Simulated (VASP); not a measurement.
# BN in VASP: a series of runs

The runs below take BN through relaxation of shape and atoms at fixed volume, with PBEsol+D3(BJ).

All numbers are computed with VASP 6.6.1; they aren't measurements. Logs are shortened: lines on timing, memory, paths and dates and some standing lists are left out, and cuts for length are marked.

### 1 The cell of the first run

The typed cell holds 2 atoms: a = 2.525 Å, b = 2.525 Å, c = 3.529 Å, α = 90.31°, β = 110.65°, γ = 120.00°.

### 2 Relaxation of shape and atoms at fixed volume, PBEsol+D3(BJ) (volume scaled by 1.03)

The input, INCAR:

```
SYSTEM = BN
PREC = Accurate
ENCUT = 600
EDIFF = 1E-6
ISMEAR = 0
SIGMA = 0.02
LREAL = .FALSE.
LASPH = .TRUE.
NELM = 80
ALGO = Normal
ISIF = 4
LWAVE = .FALSE.
LCHARG = .FALSE.
GGA = PS
IVDW = 12
IBRION = 2
NSW = 50
EDIFFG = -0.01
```

The input, KPOINTS:

```
Automatic mesh
0
G
  12 12 12
  0 0 0
```

The input, POSCAR:

```
BN
1.0
    2.5134196465      0.0023727563     -0.2385611613
   -1.2472887701      2.1821320018      0.2382495295
   -0.9381379085     -0.9158621419      3.2764118734
B N
1 1
Direct
    0.9911986868      0.9914956842     -0.0059240054
    0.6569503132      0.3243883158      0.9927290054
```

Potentials or basis: VASP PAW PBE potentials, release 64 (B, N).

Run with:

```sh
> cat potpaw_PBE.64/B/POTCAR potpaw_PBE.64/N/POTCAR > POTCAR
> mpirun -np 1 vasp_std > vasp.out
```

OUTCAR:

```text
SYSTEM = BN
   PREC = Accurate
   ENCUT = 600
   EDIFF = 1E-6
   ISMEAR = 0
   LREAL = .FALSE.
   LASPH = .TRUE.
   NELM = 80
   ISIF = 4
   GGA = PS
   IVDW = 12
   IBRION = 2
   NSW = 50
   EDIFFG = -0.01
 IVDW          = 12

 ion  position               nearest neighbor table
   1  0.991  0.991  0.994-   2 1.46   2 1.46   2 1.46
   2  0.657  0.324  0.993-   1 1.46   1 1.46   1 1.46

  LATTYP: Found a triclinic cell.
 ALAT       =     4.3728282150
 B/A-ratio  =     0.5773646104
 C/A-ratio  =     0.9946020709
 COS(alpha) =     0.0042663110
 COS(beta)  =     0.3400329427
 COS(gamma) =     0.8660037480

  Lattice vectors:

 A1 = (  -3.7607084166,   2.1797592455,   0.4768106908)
 A2 = (  -1.2472887701,   2.1821320018,   0.2382495295)
 A3 = (  -2.8414126144,  -1.2710153725,  -3.0375390803)

Analysis of symmetry for initial positions (statically):
=====================================================================
 Subroutine PRICEL returns:
 Original cell was already a primitive cell.

 Routine SETGRP: Setting up the symmetry group for a
 triclinic supercell.

 Subroutine GETGRP returns: Found  1 space group operations
 (whereof  1 operations were pure point group operations)
 out of a pool of  2 trial point group operations.

The static configuration has the point symmetry C_1 .

Analysis of symmetry for dynamics (positions and initial velocities):
=====================================================================
 Subroutine PRICEL returns:
 Original cell was already a primitive cell.

 Routine SETGRP: Setting up the symmetry group for a
 triclinic supercell.

 Subroutine GETGRP returns: Found  1 space group operations
 (whereof  1 operations were pure point group operations)
 out of a pool of  2 trial point group operations.

The dynamic configuration has the point symmetry C_1 .

 Subroutine INISYM returns: Found  1 space group operations
 (whereof  1 operations are pure point group operations),
 and found     1 'primitive' translations

----------------------------------------------------------------------------------------

                                     Primitive cell

  volume of cell :      17.7666

  direct lattice vectors                    reciprocal lattice vectors
     2.513419647  0.002372756 -0.238561161     0.414698353  0.217437638  0.179521736
    -1.247288770  2.182132002  0.238249530     0.011860197  0.450913999  0.129440857
    -0.938137909 -0.915862142  3.276411873     0.029332464 -0.016956926  0.308870719

  length of vectors
     2.524716890  2.524716259  3.528991494     0.501479714  0.469275009  0.310723433

  position of ions in fractional coordinates (direct lattice)
     0.991198687  0.991495684  0.994075995
     0.656950313  0.324388316  0.992729005

  ion indices of the primitive-cell ions
   primitive index   ion index
                 1           1
                 2           2

----------------------------------------------------------------------------------------

 KPOINTS: Automatic mesh

Automatic generation of k-mesh.
 Grid dimensions read from file:
 generate k-points for:   12   12   12

 Generating k-lattice:

  Cartesian coordinates                     Fractional coordinates (reciprocal lattice)
     0.034558196  0.018119803  0.014960145     0.083333333 -0.000000000  0.000000000
     0.000988350  0.037576167  0.010786738     0.000000000  0.083333333  0.000000000
     0.002444372 -0.001413077  0.025739227     0.000000000  0.000000000  0.083333333

  Length of vectors
     0.041789976  0.039106251  0.025893619

  Shift w.r.t. Gamma in fractional coordinates (k-lattice)
     0.000000000  0.000000000  0.000000000

 Subroutine IBZKPT returns following result:
 ===========================================

 Found    868 irreducible k-points:

 Following reciprocal coordinates:
            Coordinates               Weight
  0.000000  0.000000  0.000000      1.000000
  0.083333 -0.000000  0.000000      2.000000
  0.166667 -0.000000  0.000000      2.000000
  0.250000 -0.000000  0.000000      2.000000
  0.333333 -0.000000  0.000000      2.000000
  0.416667 -0.000000  0.000000      2.000000
[... 16 lines left out ...]
  0.250000  0.166667  0.000000      2.000000
  0.333333  0.166667  0.000000      2.000000
 [... further k-points ...]
   k-points           NKPTS =    868   k-points in BZ     NKDIM =    868   number of bands    NBANDS=      8
   number of dos      NEDOS =    301   number of ions     NIONS =      2
   total plane-waves  NPLWV =  11200
   dimension x,y,z NGX =    20 NGY =   20 NGZ =   28
   dimension x,y,z NGXF=    40 NGYF=   40 NGZF=   56
   ions per type =               1   1
   NGX,Y,Z   is equivalent  to a cutoff of  13.17, 13.17, 13.19 a.u.
   NGXF,Y,Z  is equivalent  to a cutoff of  26.34, 26.34, 26.38 a.u.
 SYSTEM =  BN
   PREC   = accura    normal or accurate (medium, high low for compatibility)
   ISTART =      0    job   : 0-new  1-cont  2-samecut
   ICHARG =      2    charge: 1-file 2-atom 10-const
   ISPIN  =      1    spin polarized calculation?
   LNONCOLLINEAR =      F non collinear calculations
   LSORBIT =      F    spin-orbit coupling
   LASPH  =      T    aspherical Exc in radial PAW
   ENCUT  =  600.0 eV  44.10 Ry    6.64 a.u.   5.04  5.04  7.05*2*pi/ulx,y,z
   NELM   =     80;   NELMIN=  2; NELMDL= -5     # of ELM steps
   EDIFF  = 0.1E-05   stopping-criterion for ELM
   LREAL  =      F    real-space projection
   EDIFFG = -.1E-01   stopping-criterion for IOM
   NSW    =     50    number of steps for IOM
   IBRION =      2    ionic relax: 0-MD 1-quasi-New 2-CG
   NFREE  =      1    steps in history (QN), initial steepest desc. (CG)
   ISIF   =      4    stress and relaxation
   ISYM   =      2    0-nonsym 1-usesym 2-fastsym
   POTIM  = 0.5000    time-step for ionic-motion
   TEBEG  =    0.0;   TEEND  =   0.0 temperature during run
   PSTRESS=    0.0 pullay stress
   NELECT =       8.0000    total number of electrons
   NUPDOWN=      -1.0000    fix difference up-down
   EMIN   =  10.00;   EMAX   =-10.00  energy-range for DOS
   EFERMI =   0.00;   METHOD = LEGACY
   ISMEAR =     0;   SIGMA  =   0.02  broadening in eV -4-tet -1-fermi 0-gaus
   EFERMI_NEDOS =   21; number of points for ismear=-14 and -15
   IALGO  =     38    algorithm
   IMIX   =      4    mixing-type and parameters
     AMIX     =   0.40;   BMIX     =  1.00
     AMIX_MAG =   1.60;   BMIX_MAG =  1.00
  volume/ion in A,a.u.               =       8.88        59.95
  Fermi-wavevector in a.u.,A,eV,Ry     =   1.254788  2.371205 21.422272  1.574493
  Thomas-Fermi vector in A             =   2.388576
   LORBIT       =      0    0 simple, 1 ext, 2 COOP (PROOUT), +10 PAW based schemes
   GGA     = PS    functional components
   LHFCALC =     F    Hartree Fock is set to
   AEXX    =    0.0000 exact exchange contribution
   IVDW    =    12    specifies the selected vdW correction
   LEPSILON=     F    determine dielectric tensor
   LRPA    =     F    only Hartree local field effects (RPA)
 conjugate gradient relaxation of ions
 non-spin polarized calculation
 Gauss-broadening in eV      SIGMA  =   0.02
  energy-cutoff  :      600.00
  volume of cell :       17.77
 maximum number of plane-waves:       604
   NGX = 11   NGY = 11   NGZ = 15

--------------------------------------- Ionic step        1  -------------------------------------------

 number of electron       8.0000000 magnetization

 Free energy of the ion-electron system (eV)
  ---------------------------------------------------
  ext. energy  EPLUGINS =         0.00000000
  ---------------------------------------------------
  free energy    TOTEN  =       -18.27620434 eV

  energy without entropy =      -18.27620434  energy(sigma->0) =      -18.27620434

------------------------ aborting loop because EDIFF is reached ----------------------------------------

 Edisp (eV)   -0.20487

 E8    (eV) :    -0.1022

  FORCE on cell =-STRESS in cart. coord.  units (eV):
  Direction    XX          YY          ZZ          XY          YZ          ZX
  --------------------------------------------------------------------------------------
  -------------------------------------------------------------------------------------
  Total      -1.13567    -1.14201    -0.07196    -0.00552    -0.05635     0.09787
  in kB    -102.41370  -102.98584    -6.48947    -0.49789    -5.08136     8.82618
  external pressure =      -70.63 kB  Pullay stress =        0.00 kB
[... 141 lines left out ...]
  energy  without entropy=      -18.4904816885  energy(sigma->0) =      -18.49048169

--------------------------------------- Ionic step        5  -------------------------------------------

 number of electron       8.0000000 magnetization

 Free energy of the ion-electron system (eV)
  ---------------------------------------------------
  ext. energy  EPLUGINS =         0.00000000
  ---------------------------------------------------
  free energy    TOTEN  =       -18.28565119 eV

  energy without entropy =      -18.28565119  energy(sigma->0) =      -18.28565119

 E-fermi :   2.4216     XC(G=0): -10.4083

 val. band max:        2.2767450816   @ k =   0.3333   0.3333   0.2500
 cond. band min:       6.3633199454   @ k =   0.5000   0.5000   0.5000
 fundamental gap:      4.0865748638
 Fermi energy:         2.4216300093

 k-point     1 :       0.0000    0.0000    0.0000
  band No.  band energies     occupation
      1     -15.4787      2.00000
      2      -1.7372      2.00000
      3       1.0235      2.00000
      4       1.0290      2.00000
      5       7.4303      0.00000
      6      13.9150      0.00000
      7      13.9278      0.00000
      8      15.4351      0.00000
[... 243 lines left out ...]
 k-point    24 :       0.3333    0.1667    0.0000
  band No.  band energies     occupation
      1     -12.2682      2.00000
      2      -5.6987      2.00000
      3      -3.0273      2.00000
      4       1.0417      2.00000
      5       7.3135      0.00000
      6      13.8807      0.00000
      7      15.6347      0.00000
      8      18.9958      0.00000

 [... further k-points ...]

------------------------ aborting loop because EDIFF is reached ----------------------------------------

 Edisp (eV)   -0.20484

 E8    (eV) :    -0.1022

  FORCE on cell =-STRESS in cart. coord.  units (eV):
  Direction    XX          YY          ZZ          XY          YZ          ZX
  --------------------------------------------------------------------------------------
  -------------------------------------------------------------------------------------
  Total      -0.13432    -0.13333    -0.10886     0.00271     0.00088    -0.00132
  in kB     -12.11328   -12.02338    -9.81716     0.24482     0.07916    -0.11921
  external pressure =      -11.32 kB  Pullay stress =        0.00 kB
[... 17 lines left out ...]
  FREE ENERGIE OF THE ION-ELECTRON SYSTEM (eV)
  ---------------------------------------------------
  free  energy   TOTEN  =       -18.4904868158 eV

  energy  without entropy=      -18.4904868158  energy(sigma->0) =      -18.49048682

 reached required accuracy - stopping structural energy minimisation
```

It took 3.1 min on 1 thread of Intel Xeon Platinum 8375C at 2.90GHz (Ice Lake), shared host; peak memory 0.28 GiB.

Results:

* Free energy: -18.4905 eV
* Energy gained by relaxing: 4.7 meV/atom
* Ionic steps: 5
* Pressure after relaxing: -1.1 GPa
* Largest force after relaxing: 0.009 eV/Å
* Band gap on the k mesh: 4.09 eV, indirect (least direct gap 4.63 eV)
* Dispersion energy per atom: -0.102 eV

Forces on the atoms (eV/Å):
```
B   -0.009  0.001  0.003
N    0.009 -0.001 -0.003
```

Stress tensor (GPa, compression positive):
```
-1.21  0.02 -0.01
 0.02 -1.20  0.01
-0.01  0.01 -0.98
```

Step by step:
| step | energy change (eV) | largest force (eV/Å) | pressure (GPa) | volume (Å³) |
| --- | --- | --- | --- | --- |
| 1 | 0.0000 | 0.0033 | -7.06 | 17.77 |
| 2 | -0.0094 | 0.0119 | -0.97 | 17.77 |
| 3 | -0.0094 | 0.0119 | -1.02 | 17.77 |
| 4 | -0.0094 | 0.0117 | -1.14 | 17.77 |
| 5 | -0.0094 | 0.0091 | -1.13 | 17.77 |

Final structure:
```yaml
crystal:
  lattice:
    - [2.49225, 0.00226, -0.23698]
    - [-1.23686, 2.16376, 0.23669]
    - [-0.92301, -0.91222, 3.33052]
  atoms:
    - { symbol: B, position: [0.99109, 0.99142, 0.99387] }
    - { symbol: N, position: [0.65706, 0.32446, 0.99294] }
```

Caveat: the cell differs from its parent crystal (volume scaled by 1.03); the PAW data sets were made with another functional, which shifts forces and pressure a little.

### 3 Relaxation of shape and atoms at fixed volume, PBEsol+D3(BJ) (volume scaled by 1.06)

The input, INCAR:

```
SYSTEM = BN
PREC     = Accurate       ! precision mode
ENCUT    = 600            ! plane-wave cutoff, eV
EDIFF    = 1E-6           ! SCF threshold, eV
ISMEAR   = 0              ! smearing method
SIGMA    = 0.02           ! smearing width, eV
LREAL    = .FALSE.        ! projectors in reciprocal space
LASPH    = .TRUE.         ! aspherical terms in the spheres
NELM     = 80             ! most SCF steps
ALGO     = Normal         ! electronic algorithm
ISIF     = 4              ! what is computed and relaxed
LWAVE    = .FALSE.        ! write WAVECAR
LCHARG   = .FALSE.        ! write CHGCAR
GGA      = PS             ! functional
IVDW     = 12             ! dispersion correction
IBRION   = 2              ! ionic algorithm
NSW      = 50             ! ionic steps
EDIFFG   = -0.01          ! ionic threshold
```

KPOINTS is that of step 2.

The input, POSCAR:

```
BN
1.0
    2.5143066564      0.0024885034     -0.2418856696
   -1.2476150800      2.1829556289      0.2417188502
   -0.9341378191     -0.9185849301      3.3681202100
B N
1 1
Direct
    0.9910745872      0.9914385791     -0.0061008792
    0.6570744128      0.3244454209      0.9929058792
```

Potentials or basis: VASP PAW PBE potentials, release 64 (B, N).

Run with:

```sh
> cat potpaw_PBE.64/B/POTCAR potpaw_PBE.64/N/POTCAR > POTCAR
> mpirun -np 1 vasp_std > vasp.out
```

Run time: 2.1 min. Hardware: 1 thread of Intel Xeon Platinum 8375C at 2.90GHz (Ice Lake), shared host; peak memory 0.28 GiB.

Results (log left out):

```yaml
Free_energy: -18.4872 eV
Energy_gained_by_relaxing: 4.5 meV/atom
Ionic_steps: 2
Pressure_after_relaxing: -1.6 GPa
Largest_force_after_relaxing: 0.008 eV/Å
Band_gap_on_the_k_mesh: 4.15 eV, indirect (least direct gap 4.62 eV)
Dispersion_energy_per_atom: -0.099 eV
```

Forces on the atoms (eV/Å):
```
B    0.000  0.000 -0.008
N    0.000  0.000  0.008
```

Step by step:
| step | energy change (eV) | largest force (eV/Å) | pressure (GPa) | volume (Å³) |
| --- | --- | --- | --- | --- |
| 1 | 0.0000 | 0.0039 | -7.40 | 18.28 |
| 2 | -0.0091 | 0.0081 | -1.60 | 18.28 |

Final structure:
```
B N
1.0
     2.49310    0.00246   -0.23995
    -1.23710    2.16454    0.23979
    -0.91831   -0.91542    3.42367
B N
1 1
Direct
  0.99103 0.99142 0.99384
  0.65711 0.32446 0.99296
```

Levels at points of the mesh, in eV from the valence-band top:
```
           k point  band 1  band 2  band 3  band 4  band 5  band 6  band 7  band 8
(0.00, 0.00, 0.00)  -17.72   -4.18   -1.27   -1.27    4.98   11.62   11.62   13.09
(0.50, 0.00, 0.00)  -14.44   -8.81   -4.12   -1.19    4.17    9.82   14.05   17.38
(0.00, 0.50, 0.00)  -14.51   -8.93   -4.06   -0.60    5.20    9.84   12.87   14.88
(0.50, 0.50, 0.00)  -14.51   -8.94   -4.06   -0.59    5.23    9.82   12.85   14.83
(0.00, 0.00, 0.50)  -17.45   -6.20   -1.28   -1.28    9.99   11.54   11.54   12.20
(0.50, 0.00, 0.50)  -14.51   -8.93   -4.06   -0.60    5.20    9.84   12.87   14.87
(0.00, 0.50, 0.50)  -14.44   -8.81   -4.12   -1.19    4.17    9.82   14.05   17.38
(0.50, 0.50, 0.50)  -14.44   -8.80   -4.12   -1.20    4.15    9.82   14.07   17.44
```

Caveat: the cell differs from its parent crystal (volume scaled by 1.06); the PAW data sets were made with another functional, which shifts forces and pressure a little.

[end of part 1 of 2]
